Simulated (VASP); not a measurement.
# TiSi4Ni3 (R3) in VASP: single point with PBE

Aim: the single point of TiSi4Ni3 with PBE.

Everything below comes from runs of VASP 6.6.1. Logs are shortened: lines on timing, memory, paths and dates and some standing lists are left out, and cuts for length are marked.

### Step 1. The cell of the first run

It takes space group R3 (No. 146, trigonal). Conventional cell: a = 6.676 Å, b = 6.676 Å, c = 8.176 Å, α = 90.00°, β = 90.00°, γ = 120.00°. Ti (site symmetry 3) has 7 Si at 2.35 to 2.60 Å and 6 Ni at 2.91 Å within 3.1 Å. Si (site symmetry 1) has 5 Ni at 2.35 to 2.60 Å and 2 Ti at 2.54 to 2.60 Å and 6 Si at 2.90 Å within 3.1 Å. Si (site symmetry 3) has 1 Ti at 2.35 Å and 6 Ni at 2.54 to 2.60 Å and 6 Si at 2.90 Å within 3.1 Å. Within 3.1 Å of Ni (site symmetry 1) lie 7 Si at 2.35 to 2.60 Å and 4 Ni at 2.91 Å and 2 Ti at 2.91 Å.

### Step 2. Single point, PBE, collinear spin, ferrimagnetic start

INCAR reads:

```
PREC = Accurate ; ENCUT = 520
EDIFF = 1E-7 ; ISMEAR = 0
SIGMA = 0.1 ; LREAL = False
LASPH = True ; NELM = 150
ALGO = Normal ; ISIF = 2
LWAVE = False ; LCHARG = False
ISPIN = 2 ; MAGMOM = 0 0 0 0 0 -2 -2 2
LORBIT = 11 ; LMAXMIX = 4
GGA = PE ; NBANDS = 43
```

KPOINTS reads:

```
Automatic mesh
0
Gamma
  4 4 4
```

POSCAR reads:

```
TiSi4Ni3
1.0
    3.3379594300      1.9271717700      2.7254324600
   -3.3379594300      1.9271717700      2.7254324600
    0.0000000000     -3.8543435500      2.7254324600
Ti Si Ni
1 4 3
Direct
    0.3529999900      0.3529999900      0.3529999900
    0.3600999900      0.8600999900      0.1399000100
    0.1399000100      0.3600999900      0.8600999900
    0.8600999900      0.1399000100      0.3600999900
    0.6399000100      0.6399000100      0.6399000100
    0.6470000100      0.1470000100      0.8529999900
    0.8529999900      0.6470000100      0.1470000100
    0.1470000100      0.8529999900      0.6470000100
```

Potentials or basis: VASP PAW PBE potentials, release 64 (Ti_sv, Si, Ni).

The run is started by

```console
> cat potpaw_PBE.64/Ti_sv/POTCAR potpaw_PBE.64/Si/POTCAR potpaw_PBE.64/Ni/POTCAR > POTCAR
> mpirun -np 1 vasp_std > vasp.out
```

OUTCAR:

```text
PREC = Accurate
   ENCUT = 520
   EDIFF = 1E-7
   ISMEAR = 0
   LREAL = False
   LASPH = True
   NELM = 150
   ISIF = 2
   ISPIN = 2
   LORBIT = 11
   GGA = PE

 ion  position               nearest neighbor table
   1  0.353  0.353  0.353-   5 2.35   4 2.54   2 2.54   3 2.54   2 2.60   3 2.60   4 2.60   7 2.91
                             8 2.91   6 2.91   6 2.91   8 2.91   7 2.91
   2  0.360  0.860  0.140-   6 2.35   1 2.54   8 2.54   7 2.54   7 2.60   1 2.60   8 2.60   4 2.90
                             3 2.90   3 2.90   5 2.90   5 2.90   4 2.90
   3  0.140  0.360  0.860-   7 2.35   6 2.54   8 2.54   1 2.54   1 2.60   8 2.60   6 2.60   5 2.90
                             4 2.90   2 2.90   4 2.90   2 2.90   5 2.90
   4  0.860  0.140  0.360-   8 2.35   1 2.54   6 2.54   7 2.54   7 2.60   6 2.60   1 2.60   5 2.90
                             3 2.90   2 2.90   3 2.90   2 2.90   5 2.90
   5  0.640  0.640  0.640-   1 2.35   6 2.54   7 2.54   8 2.54   8 2.60   6 2.60   7 2.60   3 2.90
                             4 2.90   2 2.90   2 2.90   4 2.90   3 2.90
   6  0.647  0.147  0.853-   2 2.35   3 2.54   5 2.54   4 2.54   5 2.60   4 2.60   3 2.60   8 2.91
                             7 2.91   7 2.91   1 2.91   1 2.91   8 2.91
   7  0.853  0.647  0.147-   3 2.35   5 2.54   4 2.54   2 2.54   2 2.60   4 2.60   5 2.60   1 2.91
                             8 2.91   6 2.91   6 2.91   8 2.91   1 2.91
   8  0.147  0.853  0.647-   4 2.35   3 2.54   2 2.54   5 2.54   5 2.60   2 2.60   3 2.60   1 2.91
                             7 2.91   6 2.91   7 2.91   6 2.91   1 2.91

  LATTYP: Found a simple cubic cell.
 ALAT       =     4.7205874933

  Lattice vectors:

 A1 = (   3.3379594300,   1.9271717700,   2.7254324600)
 A2 = (  -3.3379594300,   1.9271717700,   2.7254324600)
 A3 = (   0.0000000000,  -3.8543435500,   2.7254324600)

Analysis of symmetry for initial positions (statically):
=====================================================================
 Subroutine PRICEL returns:
 Original cell was already a primitive cell.

 Routine SETGRP: Setting up the symmetry group for a
 simple cubic supercell.

 Subroutine GETGRP returns: Found  3 space group operations
 (whereof  3 operations were pure point group operations)
 out of a pool of 48 trial point group operations.

The static configuration has the point symmetry C_3 .

Analysis of symmetry for dynamics (positions and initial velocities):
=====================================================================
 Subroutine PRICEL returns:
 Original cell was already a primitive cell.

 Routine SETGRP: Setting up the symmetry group for a
 simple cubic supercell.

 Subroutine GETGRP returns: Found  3 space group operations
 (whereof  3 operations were pure point group operations)
 out of a pool of 48 trial point group operations.

The dynamic configuration has the point symmetry C_3 .

Analysis of structural, dynamic, and magnetic symmetry:
=====================================================================
 Subroutine PRICEL returns:
 Original cell was already a primitive cell.

 Routine SETGRP: Setting up the symmetry group for a
 simple cubic supercell.

 Subroutine GETGRP returns: Found  1 space group operations
 (whereof  1 operations were pure point group operations)
 out of a pool of 48 trial point group operations.

The overall configuration has the point symmetry C_1 .

 Subroutine INISYM returns: Found  1 space group operations
 (whereof  1 operations are pure point group operations),
 and found     1 'primitive' translations

----------------------------------------------------------------------------------------

                                     Primitive cell

  volume of cell :     105.1933

  direct lattice vectors                    reciprocal lattice vectors
     3.337959430  1.927171770  2.725432460     0.149792114  0.086482518  0.122304749
    -3.337959430  1.927171770  2.725432460    -0.149792114  0.086482518  0.122304749
     0.000000000 -3.854343550  2.725432460     0.000000000 -0.172965035  0.122304749

  length of vectors
     4.720587493  4.720587493  4.720587495     0.211838040  0.211838040  0.211838039

  position of ions in fractional coordinates (direct lattice)
     0.352999990  0.352999990  0.352999990
     0.360099990  0.860099990  0.139900010
     0.139900010  0.360099990  0.860099990
     0.860099990  0.139900010  0.360099990
     0.639900010  0.639900010  0.639900010
[... 78 lines left out ...]
   ISTART =      0    job   : 0-new  1-cont  2-samecut
   ICHARG =      2    charge: 1-file 2-atom 10-const
   ISPIN  =      2    spin polarized calculation?
   LNONCOLLINEAR =      F non collinear calculations
   LSORBIT =      F    spin-orbit coupling
   LASPH  =      T    aspherical Exc in radial PAW
   ENCUT  =  520.0 eV  38.22 Ry    6.18 a.u.   8.78  8.78  8.78*2*pi/ulx,y,z
   NELM   =    150;   NELMIN=  2; NELMDL= -5     # of ELM steps
   EDIFF  = 0.1E-06   stopping-criterion for ELM
   LREAL  =      F    real-space projection
   EDIFFG = 0.1E-05   stopping-criterion for IOM
   NSW    =      0    number of steps for IOM
   IBRION =     -1    ionic relax: 0-MD 1-quasi-New 2-CG
   NFREE  =      0    steps in history (QN), initial steepest desc. (CG)
   ISIF   =      2    stress and relaxation
   ISYM   =      2    0-nonsym 1-usesym 2-fastsym
   POTIM  = 0.5000    time-step for ionic-motion
   TEBEG  =    0.0;   TEEND  =   0.0 temperature during run
   PSTRESS=    0.0 pullay stress
   NELECT =      58.0000    total number of electrons
   NUPDOWN=      -1.0000    fix difference up-down
   EMIN   =  10.00;   EMAX   =-10.00  energy-range for DOS
   EFERMI =   0.00;   METHOD = LEGACY
   ISMEAR =     0;   SIGMA  =   0.10  broadening in eV -4-tet -1-fermi 0-gaus
   EFERMI_NEDOS =   21; number of points for ismear=-14 and -15
   IALGO  =     38    algorithm
   IMIX   =      4    mixing-type and parameters
     AMIX     =   0.40;   BMIX     =  1.00
     AMIX_MAG =   1.60;   BMIX_MAG =  1.00
  volume/ion in A,a.u.               =      13.15        88.73
  Fermi-wavevector in a.u.,A,eV,Ry     =   1.342419  2.536804 24.518909  1.802089
  Thomas-Fermi vector in A             =   2.470574
   LORBIT       =     11    0 simple, 1 ext, 2 COOP (PROOUT), +10 PAW based schemes
   GGA     = PE    functional components
   LHFCALC =     F    Hartree Fock is set to
   AEXX    =    0.0000 exact exchange contribution
   IVDW    =     0    specifies the selected vdW correction
   LEPSILON=     F    determine dielectric tensor
   LRPA    =     F    only Hartree local field effects (RPA)
 spin polarized calculation
 Gauss-broadening in eV      SIGMA  =   0.10
  energy-cutoff  :      520.00
  volume of cell :      105.19
 maximum number of plane-waves:      2897
   NGX = 17   NGY = 17   NGZ = 17

 number of electron      58.0000038 magnetization      -0.0000756

 number of electron      58.0000038 magnetization       0.0000406

 Free energy of the ion-electron system (eV)
  ---------------------------------------------------
  ext. energy  EPLUGINS =         0.00000000
  ---------------------------------------------------
  free energy    TOTEN  =       -48.46824980 eV

  energy without entropy =      -48.44676388  energy(sigma->0) =      -48.45750684

 E-fermi :   9.8609     XC(G=0): -11.9570

 val. band max:        9.7794254244   @ k =   0.2500   0.0000  -0.0000
 cond. band min:       9.8612235622   @ k =   0.2500   0.2500   0.2500
 fundamental gap:      0.0817981378
 Fermi energy:         9.8608711036

 spin component 1

 k-point     1 :       0.0000    0.0000    0.0000
  band No.  band energies     occupation
      1     -46.3610      1.00000
      2     -22.7174      1.00000
      3     -22.7174      1.00000
      4     -22.6946      1.00000
      5      -2.5102      1.00000
      6       2.1980      1.00000
[... 1045 lines left out ...]
     40      15.2274      0.00000
     41      15.6478      0.00000

 [... further k-points ...]

 spin component 2

 k-point     1 :       0.0000    0.0000    0.0000
  band No.  band energies     occupation
      1     -46.3610      1.00000
      2     -22.7174      1.00000
      3     -22.7174      1.00000
      4     -22.6946      1.00000
      5      -2.5102      1.00000
      6       2.1980      1.00000
[... 1045 lines left out ...]
     40      15.2274      0.00000
     41      15.6478      0.00000

 [... further k-points ...]

 [bands above 41 left out]

------------------------ aborting loop because EDIFF is reached ----------------------------------------

  FORCE on cell =-STRESS in cart. coord.  units (eV):
  Direction    XX          YY          ZZ          XY          YZ          ZX
  --------------------------------------------------------------------------------------
  -------------------------------------------------------------------------------------
  Total       -5.2798019     -5.2797338     -0.8407663      0.0000294      0.0000064     -0.0000057
  in kB      -80.4155535    -80.4145161    -12.8055351      0.0004482      0.0000970     -0.0000873
  external PRESSURE =     -57.8785349 kB  Pullay stress =       0.0000000 kB

 VOLUME and BASIS-vectors are now :
 -----------------------------------------------------------------------------
  energy-cutoff  :      520.00
  volume of cell :      105.19
      direct lattice vectors                 reciprocal lattice vectors
     3.337959430  1.927171770  2.725432460     0.149792114  0.086482518  0.122304749
    -3.337959430  1.927171770  2.725432460    -0.149792114  0.086482518  0.122304749
     0.000000000 -3.854343550  2.725432460     0.000000000 -0.172965035  0.122304749

 POSITION                                       TOTAL-FORCE (eV/Angst)
 -----------------------------------------------------------------------------------
      0.00000     -0.00000      2.88623        -0.000009     -0.000008      0.060138
     -1.66898      1.81231      3.70686         0.262919     -0.556434     -0.462592
     -0.73502     -2.35153      3.70686         0.350414      0.505910     -0.462589
      2.40400      0.53922      3.70686        -0.613331      0.050520     -0.462582
      0.00000     -0.00000      5.23201        -0.000001      0.000007      2.239632
      1.66898     -1.75758      4.48879         0.177888     -0.094542     -0.304013
      0.68762      2.32417      4.48879        -0.007054      0.201322     -0.303991
     -2.35660     -0.56659      4.48879        -0.170827     -0.106775     -0.304003
 -----------------------------------------------------------------------------------
    total drift:                               -0.000004     -0.000011     -0.000018

  FREE ENERGIE OF THE ION-ELECTRON SYSTEM (eV)
  ---------------------------------------------------
  free  energy   TOTEN  =       -48.4682497994 eV

  energy  without entropy=      -48.4467638775  energy(sigma->0) =      -48.45750684

 total charge

# of ion       s       p       d       tot
------------------------------------------
    1        2.191   6.183   2.117  10.492
    2        0.767   0.814   0.000   1.581
    3        0.767   0.814   0.000   1.581
    4        0.767   0.814   0.000   1.581
    5        0.787   0.780   0.000   1.566
    6        0.422   0.477   8.412   9.311
    7        0.422   0.477   8.412   9.311
    8        0.422   0.477   8.412   9.311
--------------------------------------------------
tot          6.545  10.837  27.353  44.735

 magnetization (x)

# of ion       s       p       d       tot
------------------------------------------
    1        0.000  -0.000   0.000   0.000
    2        0.000   0.000   0.000   0.000
    3       -0.000   0.000   0.000  -0.000
    4        0.000  -0.000   0.000  -0.000
    5       -0.000  -0.000   0.000  -0.000
    6        0.000   0.000   0.000   0.000
    7        0.000   0.000   0.000   0.000
    8       -0.000  -0.000  -0.000  -0.000
--------------------------------------------------
tot          0.000  -0.000   0.000   0.000
```

Wall time 6.5 min (1 thread of Intel Xeon Platinum 8175M at 2.50GHz (Skylake/Cascade Lake), shared host); peak memory 0.4 GiB.

Results:

```
Free energy                                           : -48.4682 eV
Pressure                                              : -5.8 GPa
Largest force                                         : 2.240 eV/Å
Band gap on the k mesh                                : zero (filled and empty bands overlap)
Net moment                                            : 0.00 μB per cell
Valence electrons inside the program's atomic spheres : Ti 10.49; Si 1.58, 1.57 (each value once); Ni 9.31
```

Forces on the atoms (eV/Å):
```
Ti   0.000  0.000  0.060
Si   0.263 -0.556 -0.463
Si   0.350  0.506 -0.463
Si  -0.613  0.051 -0.463
Si   0.000  0.000  2.240
Ni   0.178 -0.095 -0.304
Ni  -0.007  0.201 -0.304
Ni  -0.171 -0.107 -0.304
```

Levels at points of the mesh, in eV from the Fermi level:
Spin up:
| k point | band 26 | band 27 | band 28 | band 29 | band 30 | band 31 | band 32 | band 33 |
| --- | --- | --- | --- | --- | --- | --- | --- | --- |
| (0.00, 0.00, 0.00) | -1.15 | -0.70 | -0.31 | -0.31 | 0.24 | 0.24 | 1.42 | 1.42 |
| (0.50, 0.00, 0.00) | -0.94 | -0.86 | -0.63 | -0.32 | -0.27 | 0.33 | 1.79 | 1.90 |
| (0.00, 0.50, 0.00) | -0.94 | -0.86 | -0.63 | -0.32 | -0.27 | 0.33 | 1.79 | 1.90 |
| (0.00, 0.00, 0.50) | -0.94 | -0.86 | -0.63 | -0.32 | -0.27 | 0.33 | 1.79 | 1.90 |
| (0.50, 0.50, 0.00) | -1.16 | -1.03 | -0.58 | -0.20 | 0.07 | 0.32 | 0.91 | 1.70 |
| (0.00, 0.50, 0.50) | -1.16 | -1.03 | -0.58 | -0.20 | 0.07 | 0.32 | 0.91 | 1.70 |
| (0.50, 0.00, 0.50) | -1.16 | -1.03 | -0.58 | -0.20 | 0.07 | 0.32 | 0.91 | 1.70 |
| (0.50, 0.50, 0.50) | -1.22 | -1.08 | 0.07 | 0.07 | 0.68 | 1.61 | 1.61 | 3.84 |
Spin down:
```csv
k point,band 25,band 26,band 27,band 28,band 29,band 30,band 31,band 32,band 33,band 34
"(0.00, 0.00, 0.00)",-1.44,-1.15,-0.70,-0.31,-0.31,0.24,0.24,1.42,1.42,2.18
"(0.50, 0.00, 0.00)",-1.50,-0.94,-0.86,-0.63,-0.32,-0.27,0.33,1.79,1.90,2.94
"(0.00, 0.50, 0.00)",-1.50,-0.94,-0.86,-0.63,-0.32,-0.27,0.33,1.79,1.90,2.94
"(0.00, 0.00, 0.50)",-1.50,-0.94,-0.86,-0.63,-0.32,-0.27,0.33,1.79,1.90,2.94
"(0.50, 0.50, 0.00)",-1.50,-1.16,-1.03,-0.58,-0.20,0.07,0.32,0.91,1.70,2.74
"(0.00, 0.50, 0.50)",-1.50,-1.16,-1.03,-0.58,-0.20,0.07,0.32,0.91,1.70,2.74
"(0.50, 0.00, 0.50)",-1.50,-1.16,-1.03,-0.58,-0.20,0.07,0.32,0.91,1.70,2.74
"(0.50, 0.50, 0.50)",-1.67,-1.22,-1.08,0.07,0.07,0.68,1.61,1.61,3.84,3.88
```

Caveat: the stress differs along the axes, from -8 to -1 GPa; the moments typed at the start vanished in this run; forces of over 1 eV/Å act on the atoms, so gaps and moduli don't describe the material at rest.

The gap in the log of VASP goes by the Fermi energy; the results here count the filled bands.